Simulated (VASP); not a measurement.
Set up this calculation in VASP 6.6.1, as the native input.

| Property | Result |
| --- | --- |
| Task | relaxation of cell and atoms |
| Functional | PBE |
| Potentials or basis | VASP PAW PBE potentials, release 64 (Al, As) |
| Cutoff | 600 eV |
| k mesh | 10 × 10 × 8 |
| Occupations | gaussian, width 0.1 eV |
| Spin | no spin polarisation |
| Dipole correction | no |
| Further INCAR settings | ALGO = Fast; EDIFF = 1e-06; IBRION = 2; EDIFFG = -0.01; NSW = 100; ISIF = 3 |

The structure of Al5As lies in POSCAR:

```
Al5As
1.0
    2.4796198139     -4.0820923102      0.0000000000
    2.4796198139      4.0820923102      0.0000000000
    0.0000000000      0.0000000000      5.3756752800
Al As
5 1
Direct
    0.0000000000      0.0000000000      0.0000000000
    0.3313416740      0.6686583260      0.2509857543
    0.6686583260      0.3313416740      0.2509857543
    0.3313416740      0.6686583260      0.7490142457
    0.6686583260      0.3313416740      0.7490142457
    0.0000000000      0.0000000000      0.5000000000
```

These files were run (other wordings do the same):

INCAR

```
PREC = Accurate
ENCUT = 600
EDIFF = 1E-6
ISMEAR = 0
SIGMA = 0.1
LREAL = F
LASPH = T
NELM = 100
ALGO = Fast
ISIF = 3
LWAVE = F
LCHARG = F
GGA = PE
IBRION = 2
NSW = 100
EDIFFG = -0.01
```

KPOINTS

```
regular mesh
0
Gamma
  10 10 8
```

Potentials or basis: VASP PAW PBE potentials, release 64 (Al, As).

Launch:

```console
$ cat potpaw_PBE.64/Al/POTCAR potpaw_PBE.64/As/POTCAR > POTCAR
$ mpirun -np 1 vasp_std > vasp.out
```

Results of the run:

| Item | Value |
| --- | --- |
| Relaxed volume | 17.92 Å³/atom |
| Relaxed cell | a = 4.576 Å, b = 4.576 Å, c = 5.729 Å, α = 90.00°, β = 90.00°, γ = 116.37° |
| Space group after relaxing (to 0.05 Å) | Cmmm (No. 65) |
| Energy gained by relaxing | 16.5 meV/atom |
| Ionic steps | 16 |
| Pressure after relaxing | 0.0 GPa |
| Largest force after relaxing | 0.006 eV/Å |

It took 14 min on 1 thread of Intel(R) Xeon(R) 6975P-C (Granite Rapids), on a shared host, peak memory 0.48 GiB.
